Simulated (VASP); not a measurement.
# SiHC (P-6m2) in VASP: further runs

The runs below take SiHC through single point, relaxation of cell and atoms, with PBE.

All numbers are computed with VASP 6.6.1; they aren't measurements. Logs are shortened: lines on timing, memory, paths and dates and some standing lists are left out, and cuts for length are marked.

### Step 1. The cell of the first run

Symmetry: P-6m2, No. 187, hexagonal system. Conventional cell: a = 2.923 Å, b = 2.923 Å, c = 2.812 Å, α = 90.00°, β = 90.00°, γ = 120.00°. Within 2.9 Å of Si (site symmetry -6m2) lie 6 H at 2.20 Å and 6 C at 2.20 Å and 2 Si at 2.81 Å. Within 2.2 Å of H (site symmetry -6m2) lie 3 C at 1.69 Å and 6 Si at 2.20 Å. Within 2.2 Å of C (site symmetry -6m2) lie 3 H at 1.69 Å and 6 Si at 2.20 Å.

### Step 2. Single point, PBE

INCAR

```
  ALGO = Normal
  EDIFF = 1E-6
  ENCUT = 520
  GGA = PE
  ISIF = 2
  ISMEAR = 0
  LASPH = True
  LCHARG = False
  LREAL = False
  LWAVE = False
  NBANDS = 12
  NELM = 80
  PREC = Accurate
  SIGMA = 0.1
```

KPOINTS

```
k-points
0
Gamma
  6 6 6
```

POSCAR

```
SiHC
1.0
    2.9227246741      0.0000000000      0.0000000000
   -1.4613623371      2.5311538160      0.0000000000
    0.0000000000      0.0000000000      2.8117372857
Si H C
1 1 1
Direct
    0.6666666667      0.3333333333      0.5000000000
    0.3333333333      0.6666666667      0.0000000000
    0.0000000000      0.0000000000      0.0000000000
```

Potentials or basis: VASP PAW PBE potentials, release 64 (Si, H, C).

Run with:

```bash
$ cat potpaw_PBE.64/Si/POTCAR potpaw_PBE.64/H/POTCAR potpaw_PBE.64/C/POTCAR > POTCAR
$ mpirun -np 1 vasp_std > vasp.out
```

OUTCAR:

```text
EDIFF = 1E-6
   ENCUT = 520
   GGA = PE
   ISIF = 2
   ISMEAR = 0
   LASPH = True
   LREAL = False
   NELM = 80
   PREC = Accurate

 ion  position               nearest neighbor table
   1  0.667  0.333  0.500-   3 2.20   3 2.20   3 2.20   3 2.20   3 2.20   3 2.20
   2  0.333  0.667  0.000-
   3  0.000  0.000  0.000-   1 2.20   1 2.20   1 2.20   1 2.20   1 2.20   1 2.20

  LATTYP: Found a hexagonal cell.
 ALAT       =     2.9227246741
 C/A-ratio  =     0.9620260542

  Lattice vectors:

 A1 = (   2.9227246741,   0.0000000000,   0.0000000000)
 A2 = (  -1.4613623371,   2.5311538160,   0.0000000000)
 A3 = (   0.0000000000,   0.0000000000,   2.8117372857)

Analysis of symmetry for initial positions (statically):
=====================================================================
 Subroutine PRICEL returns:
 Original cell was already a primitive cell.

 Routine SETGRP: Setting up the symmetry group for a
 hexagonal supercell.

 Subroutine GETGRP returns: Found 12 space group operations
 (whereof 12 operations were pure point group operations)
 out of a pool of 24 trial point group operations.

The static configuration has the point symmetry D_3h.

Analysis of symmetry for dynamics (positions and initial velocities):
=====================================================================
 Subroutine PRICEL returns:
 Original cell was already a primitive cell.

 Routine SETGRP: Setting up the symmetry group for a
 hexagonal supercell.

 Subroutine GETGRP returns: Found 12 space group operations
 (whereof 12 operations were pure point group operations)
 out of a pool of 24 trial point group operations.

The dynamic configuration has the point symmetry D_3h.

 Subroutine INISYM returns: Found 12 space group operations
 (whereof 12 operations are pure point group operations),
 and found     1 'primitive' translations

----------------------------------------------------------------------------------------

                                     Primitive cell

  volume of cell :      20.8009

  direct lattice vectors                    reciprocal lattice vectors
     2.922724674  0.000000000  0.000000000     0.342146494  0.197538370  0.000000000
    -1.461362337  2.531153816  0.000000000     0.000000000  0.395076741  0.000000000
     0.000000000  0.000000000  2.811737286     0.000000000  0.000000000  0.355652004

  length of vectors
     2.922724674  2.922724674  2.811737286     0.395076741  0.395076741  0.355652004

  position of ions in fractional coordinates (direct lattice)
     0.666666667  0.333333333  0.500000000
     0.333333333  0.666666667  0.000000000
     0.000000000  0.000000000  0.000000000

  ion indices of the primitive-cell ions
   primitive index   ion index
                 1           1
                 2           2
                 3           3

----------------------------------------------------------------------------------------

 KPOINTS: k-points

Automatic generation of k-mesh.
 Grid dimensions read from file:
 generate k-points for:    6    6    6

 Generating k-lattice:

  Cartesian coordinates                     Fractional coordinates (reciprocal lattice)
     0.057024416  0.032923062  0.000000000     0.166666667  0.000000000  0.000000000
     0.000000000  0.065846123  0.000000000     0.000000000  0.166666667  0.000000000
     0.000000000  0.000000000  0.059275334     0.000000000  0.000000000  0.166666667

  Length of vectors
     0.065846123  0.065846123  0.059275334

  Shift w.r.t. Gamma in fractional coordinates (k-lattice)
     0.000000000  0.000000000  0.000000000

 Subroutine IBZKPT returns following result:
 ===========================================

 Found     28 irreducible k-points:

 Following reciprocal coordinates:
            Coordinates               Weight
  0.000000  0.000000  0.000000      1.000000
  0.166667  0.000000  0.000000      6.000000
  0.333333 -0.000000  0.000000      6.000000
  0.500000  0.000000  0.000000      3.000000
  0.166667  0.166667  0.000000      6.000000
  0.333333  0.166667  0.000000     12.000000
[... 16 lines left out ...]
  0.166667  0.000000  0.500000      6.000000
  0.333333 -0.000000  0.500000      6.000000
 [... further k-points ...]
   k-points           NKPTS =     28   k-points in BZ     NKDIM =     28   number of bands    NBANDS=     12
   number of dos      NEDOS =    301   number of ions     NIONS =      3
   total plane-waves  NPLWV =  13824
   dimension x,y,z NGX =    24 NGY =   24 NGZ =   24
   dimension x,y,z NGXF=    48 NGYF=   48 NGZF=   48
   ions per type =               1   1   1
   NGX,Y,Z   is equivalent  to a cutoff of  13.65, 13.65, 14.19 a.u.
   NGXF,Y,Z  is equivalent  to a cutoff of  27.30, 27.30, 28.38 a.u.
 SYSTEM =  unknown system
   PREC   = accura    normal or accurate (medium, high low for compatibility)
   ISTART =      0    job   : 0-new  1-cont  2-samecut
   ICHARG =      2    charge: 1-file 2-atom 10-const
   ISPIN  =      1    spin polarized calculation?
   LNONCOLLINEAR =      F non collinear calculations
   LSORBIT =      F    spin-orbit coupling
   LASPH  =      T    aspherical Exc in radial PAW
   ENCUT  =  520.0 eV  38.22 Ry    6.18 a.u.   5.43  5.43  5.23*2*pi/ulx,y,z
   NELM   =     80;   NELMIN=  2; NELMDL= -5     # of ELM steps
   EDIFF  = 0.1E-05   stopping-criterion for ELM
   LREAL  =      F    real-space projection
   EDIFFG = 0.1E-04   stopping-criterion for IOM
   NSW    =      0    number of steps for IOM
   IBRION =     -1    ionic relax: 0-MD 1-quasi-New 2-CG
   NFREE  =      0    steps in history (QN), initial steepest desc. (CG)
   ISIF   =      2    stress and relaxation
   ISYM   =      2    0-nonsym 1-usesym 2-fastsym
   POTIM  = 0.5000    time-step for ionic-motion
   TEBEG  =    0.0;   TEEND  =   0.0 temperature during run
   PSTRESS=    0.0 pullay stress
   NELECT =       9.0000    total number of electrons
   NUPDOWN=      -1.0000    fix difference up-down
   EMIN   =  10.00;   EMAX   =-10.00  energy-range for DOS
   EFERMI =   0.00;   METHOD = LEGACY
   ISMEAR =     0;   SIGMA  =   0.10  broadening in eV -4-tet -1-fermi 0-gaus
   EFERMI_NEDOS =   21; number of points for ismear=-14 and -15
   IALGO  =     38    algorithm
   IMIX   =      4    mixing-type and parameters
     AMIX     =   0.40;   BMIX     =  1.00
     AMIX_MAG =   1.60;   BMIX_MAG =  1.00
  volume/ion in A,a.u.               =       6.93        46.79
  Fermi-wavevector in a.u.,A,eV,Ry     =   1.238213  2.339883 20.860055  1.533171
  Thomas-Fermi vector in A             =   2.372748
   LORBIT       =      0    0 simple, 1 ext, 2 COOP (PROOUT), +10 PAW based schemes
   GGA     = PE    functional components
   LHFCALC =     F    Hartree Fock is set to
   AEXX    =    0.0000 exact exchange contribution
   IVDW    =     0    specifies the selected vdW correction
   LEPSILON=     F    determine dielectric tensor
   LRPA    =     F    only Hartree local field effects (RPA)
 non-spin polarized calculation
 Gauss-broadening in eV      SIGMA  =   0.10
  energy-cutoff  :      520.00
  volume of cell :       20.80
 maximum number of plane-waves:       581
 NGX is ok and might be reduce to    24
   NGX = 11   NGY = 11   NGZ = 11

 number of electron       9.0000000 magnetization

 Free energy of the ion-electron system (eV)
  ---------------------------------------------------
  ext. energy  EPLUGINS =         0.00000000
  ---------------------------------------------------
  free energy    TOTEN  =       -13.79911978 eV

  energy without entropy =      -13.79477604  energy(sigma->0) =      -13.79694791

 E-fermi :  10.6845     XC(G=0): -12.2897

 val. band max:       10.6522154510   @ k =   0.0000   0.0000   0.3333
 cond. band min:      10.6991822922   @ k =   0.3333   0.1667   0.5000
 fundamental gap:      0.0469668412
 Fermi energy:        10.6845394152

 k-point     1 :       0.0000    0.0000    0.0000
  band No.  band energies     occupation
      1      -7.3933      2.00000
      2       7.9657      2.00000
      3       9.6530      2.00000
      4       9.6530      2.00000
      5      11.1958      0.00000
      6      12.9456      0.00000
      7      16.0358      0.00000
      8      16.0358      0.00000
      9      17.0570      0.00000
     10      22.8114      0.00000
     11      26.5616      0.00000
     12      26.5616      0.00000

 k-point     2 :       0.1667    0.0000    0.0000
  band No.  band energies     occupation
      1      -6.8065      2.00000
      2       6.3908      2.00000
      3       8.4012      2.00000
      4       8.7547      2.00000
      5      11.2871      0.00000
      6      12.4181      0.00000
      7      16.7826      0.00000
      8      17.6532      0.00000
      9      20.9302      0.00000
     10      21.2553      0.00000
     11      25.4640      0.00000
     12      26.4113      0.00000

 k-point     3 :       0.3333   -0.0000    0.0000
  band No.  band energies     occupation
      1      -5.0698      2.00000
      2       1.8397      2.00000
      3       7.5513      2.00000
      4       9.5294      2.00000
      5       9.9655      2.00000
      6      13.5970      0.00000
      7      18.3464      0.00000
      8      18.9820      0.00000
      9      20.1384      0.00000
     10      21.1075      0.00000
     11      26.3109      0.00000
     12      26.8893      0.00000

 k-point     4 :       0.5000    0.0000    0.0000
  band No.  band energies     occupation
      1      -2.7427      2.00000
      2      -1.5053      2.00000
      3       7.0905      2.00000
      4       9.4131      2.00000
      5      10.3560      2.00000
      6      15.5130      0.00000
      7      16.7660      0.00000
      8      16.8175      0.00000
      9      20.9449      0.00000
     10      22.7123      0.00000
     11      25.6729      0.00000
     12      26.3688      0.00000

 k-point     5 :       0.1667    0.1667    0.0000
  band No.  band energies     occupation
      1      -5.6436      2.00000
      2       3.8843      2.00000
      3       5.4769      2.00000
      4       9.1950      2.00000
      5      12.6516      0.00000
      6      13.5184      0.00000
      7      16.7726      0.00000
      8      19.3221      0.00000
      9      19.9172      0.00000
     10      21.7354      0.00000
     11      24.5817      0.00000
     12      24.8715      0.00000
[... 228 lines left out ...]
      1      -0.0591      2.00000
      2       1.4538      2.00000
      3       2.4099      2.00000
      4       5.5891      2.00000
      5       9.1082      2.00000
      6       9.4270      2.00000
      7      17.6542      0.00000
      8      19.8146      0.00000
      9      21.1968      0.00000
     10      27.2994      0.00000
     11      27.3887      0.00000
     12      29.4378      0.00000

 k-point    22 :       0.0000    0.0000    0.5000
  band No.  band energies     occupation
      1      -4.3838      2.00000
      2      -1.3988      2.00000
      3      11.0975      0.00000
      4      11.0975      0.00000
      5      14.5342      0.00000
      6      16.9045      0.00000
      7      18.0814      0.00000
      8      18.2362      0.00000
      9      18.2362      0.00000
     10      21.0924      0.00000
     11      21.0924      0.00000
     12      21.2737      0.00000

 k-point    23 :       0.1667    0.0000    0.5000
  band No.  band energies     occupation
      1      -3.8330      2.00000
      2      -0.8029      2.00000
      3       8.4260      2.00000
      4      10.4715      1.99741
      5      13.2091      0.00000
      6      14.1549      0.00000
      7      16.5867      0.00000
      8      17.2663      0.00000
      9      18.1549      0.00000
     10      22.9231      0.00000
     11      23.5584      0.00000
     12      23.8218      0.00000

 k-point    24 :       0.3333   -0.0000    0.5000
  band No.  band energies     occupation
      1      -2.2043      2.00000
      2       0.9229      2.00000
      3       4.3196      2.00000
      4       8.4824      2.00000
      5       9.5002      2.00000
      6      12.5836      0.00000
      7      15.0484      0.00000
      8      15.9431      0.00000
      9      20.8758      0.00000
     10      25.7820      0.00000
     11      26.6748      0.00000
     12      28.4446      0.00000

 [... further k-points ...]
[... 5 lines left out ...]
  --------------------------------------------------------------------------------------
  -------------------------------------------------------------------------------------
  Total        0.0112287      0.0112287      0.0051102     -0.0000000      0.0000000     -0.0000000
  in kB        0.8648864      0.8648864      0.3936100     -0.0000000      0.0000000     -0.0000000
  external PRESSURE =       0.7077943 kB  Pullay stress =       0.0000000 kB

 VOLUME and BASIS-vectors are now :
 -----------------------------------------------------------------------------
  energy-cutoff  :      520.00
  volume of cell :       20.80
      direct lattice vectors                 reciprocal lattice vectors
     2.922724674  0.000000000  0.000000000     0.342146494  0.197538370  0.000000000
    -1.461362337  2.531153816  0.000000000     0.000000000  0.395076741  0.000000000
     0.000000000  0.000000000  2.811737286     0.000000000  0.000000000  0.355652004

 POSITION                                       TOTAL-FORCE (eV/Angst)
 -----------------------------------------------------------------------------------
      1.46136      0.84372      1.40587        -0.000000      0.000000      0.000000
     -0.00000      1.68744      0.00000         0.000000      0.000000      0.000000
      0.00000      0.00000      0.00000        -0.000000      0.000000      0.000000
 -----------------------------------------------------------------------------------
    total drift:                                0.000000     -0.000000     -0.000000

  FREE ENERGIE OF THE ION-ELECTRON SYSTEM (eV)
  ---------------------------------------------------
  free  energy   TOTEN  =       -13.7991197798 eV

  energy  without entropy=      -13.7947760407  energy(sigma->0) =      -13.79694791
```

It took 4.2 s on 1 thread of Intel Xeon Platinum 8488C (Sapphire Rapids), shared host; peak memory 0.13 GiB.

What came out:

- Free energy: -13.7991 eV
- Pressure: 0.1 GPa

Caveat: the k points lie up to 0.41 Å⁻¹ apart.

### Step 3. Single point, PBE

This run uses another cell than the first one, of 11.29 Å³/atom, 1.629 times its volume.

INCAR

```
SYSTEM = SiHC
  ALGO = Normal
  EDIFF = 1E-6
  ENCUT = 520
  GGA = PE
  ISIF = 2
  ISMEAR = 0
  LASPH = .TRUE.
  LCHARG = .FALSE.
  LREAL = .FALSE.
  LWAVE = .FALSE.
  NBANDS = 12
  NELM = 100
  PREC = Accurate
  SIGMA = 0.1
```

KPOINTS

```
k-points
0
G
  6 6 6
  0 0 0
```

POSCAR

```
SiHC
1.0
    3.4028226600      0.0000000000      0.0000000000
   -1.7014113300      2.9469308700      0.0000000000
    0.0000000000      0.0000000000      3.3786753400
Si H C
1 1 1
Direct
    0.6666666700      0.3333333300      0.5000000000
    0.3333333300      0.6666666700      0.0000000000
    0.0000000000      0.0000000000      0.0000000000
```

Potentials or basis: VASP PAW PBE potentials, release 64 (Si, H, C).

Run with:

```bash
$ cat potpaw_PBE.64/Si/POTCAR potpaw_PBE.64/H/POTCAR potpaw_PBE.64/C/POTCAR > POTCAR
$ mpirun -np 1 vasp_std > vasp.out
```

Wall time 7 s (1 thread of Intel Xeon Platinum 8488C (Sapphire Rapids), shared host); peak memory 0.15 GiB.

Results (log left out):

```
Free energy : -12.1373 eV
Pressure    : -27.1 GPa
```

Stress tensor (GPa, compression positive):
```
-27.49   0.00   0.00
  0.00 -27.49   0.00
  0.00   0.00 -26.21
```

Levels at points of the mesh, in eV from the Fermi level:
| k point | band 3 | band 4 | band 5 | band 6 | band 7 | band 8 |
| --- | --- | --- | --- | --- | --- | --- |
| (0.00, 0.00, 0.00) | -1.93 | -0.25 | -0.25 | 1.09 | 4.07 | 4.07 |
| (0.50, 0.00, 0.00) | -2.23 | -1.94 | -0.11 | 2.39 | 3.73 | 3.89 |
| (0.00, 0.00, 0.50) | 0.59 | 0.59 | 0.96 | 3.19 | 4.48 | 4.49 |
| (0.50, 0.00, 0.50) | -5.95 | -4.20 | -0.48 | 0.77 | 2.53 | 3.21 |

### Step 4. Relaxation of cell and atoms, PBE

This run uses another cell than the first one, of 11.29 Å³/atom, 1.629 times its volume.

INCAR

```
SYSTEM = SiHC
ALGO = Normal
EDIFF = 1E-6
EDIFFG = -0.04
ENCUT = 600
GGA = PE
IBRION = 2
ISIF = 3
ISMEAR = 0
LASPH = .True.
LCHARG = .False.
LREAL = .False.
LWAVE = .False.
NELM = 80
NSW = 90
PREC = Accurate
SIGMA = 0.1
```

KPOINTS

```
k-points
0
Gamma
  6 6 6
  0 0 0
```

POSCAR is that of step 3.

Run with:

```bash
$ cat potpaw_PBE.64/Si/POTCAR potpaw_PBE.64/H/POTCAR potpaw_PBE.64/C/POTCAR > POTCAR
$ mpirun -np 1 vasp_std > vasp.out
```

Wall time 25 s (1 thread of Intel Xeon Platinum 8488C (Sapphire Rapids), shared host); peak memory 0.16 GiB.

Results (log left out):

```
Free energy                            : -13.8086 eV
Relaxed volume                         : 6.96 Å³/atom
Relaxed cell                           : a = 2.926 Å, b = 2.926 Å, c = 2.816 Å, α = 90.00°, β = 90.00°, γ = 120.00°
Space group after relaxing (to 0.05 Å) : P-6m2 (No. 187)
Energy gained by relaxing              : 557.0 meV/atom
Ionic steps                            : 7
Pressure after relaxing                : -0.6 GPa
```

Stress tensor (GPa, compression positive):
```
-0.48  0.00  0.00
 0.00 -0.48  0.00
 0.00  0.00 -0.78
```

Step by step:
```tsv
step	energy change (eV)	largest force (eV/Å)	pressure (GPa)	volume (Å³)
1	0.0000	0.0000	-27.06	33.88
2	-1.3377	0.0000	-19.40	25.36
3	-1.6214	0.0000	-6.22	21.97
4	-1.6410	0.0000	1.37	20.75
5	-1.6419	0.0000	-0.21	20.97
6	-1.6495	0.0000	-0.90	20.95
7	-1.6711	0.0000	-0.58	20.89
```

Final structure:
```yaml
crystal:
  lattice:
    - [2.92626, 0.00000, 0.00000]
    - [-1.46313, 2.53422, 0.00000]
    - [0.00000, 0.00000, 2.81635]
  atoms:
    - { symbol: Si, position: [0.66667, 0.33333, 0.50000] }
    - { symbol: H, position: [0.33333, 0.66667, 0.00000] }
    - { symbol: C, position: [0.00000, 0.00000, 0.00000] }
```

Levels at points of the mesh, in eV from the Fermi level:
```
           k point  band 1  band 2  band 3  band 4  band 5  band 6  band 7  band 8
(0.00, 0.00, 0.00)  -18.03   -2.71   -1.02   -1.02    0.48    2.25    5.35    5.35
(0.50, 0.00, 0.00)  -13.39  -12.15   -3.58   -1.27   -0.33    4.80    6.06    6.10
(0.00, 0.00, 0.50)  -15.03  -12.05    0.42    0.42    3.82    6.19    7.37    7.52
(0.50, 0.00, 0.50)  -10.75   -9.38   -7.83   -5.16   -1.57    1.35    3.82    4.74
```

Caveat: the volume moved by over 15 % at a fixed basis, so the end points are rough.

### Step 5. The runs side by side

| task | cell | cutoff (eV) | gap on the mesh (eV) | pressure (GPa) |
| --- | --- | --- | --- | --- |
| single point | a = 2.923, b = 2.923, c = 2.812 Å, angles 90.0, 90.0, 120.0°, 3 atoms | 520 | none | 0.1 |
| single point | a = 3.403, b = 3.403, c = 3.379 Å, angles 90.0, 90.0, 120.0°, 3 atoms | 520 | none | -27.1 |
| relaxation of cell and atoms | relaxed from a = 3.403, b = 3.403, c = 3.379 Å, angles 90.0, 90.0, 120.0°, 3 atoms | 600 | none | -0.6 |

Alike in all rows: level PBE; potentials or basis VASP PAW PBE potentials, release 64 (Si, H, C); no spin polarisation; k mesh 6 × 6 × 6; smearing gaussian 0.1 eV.

Caveats: some runs use coarse meshes; the volume moved by over 15 % at a fixed basis, so the end points are rough (some runs).

Absolute energies hang on the potentials; compare differences alone.
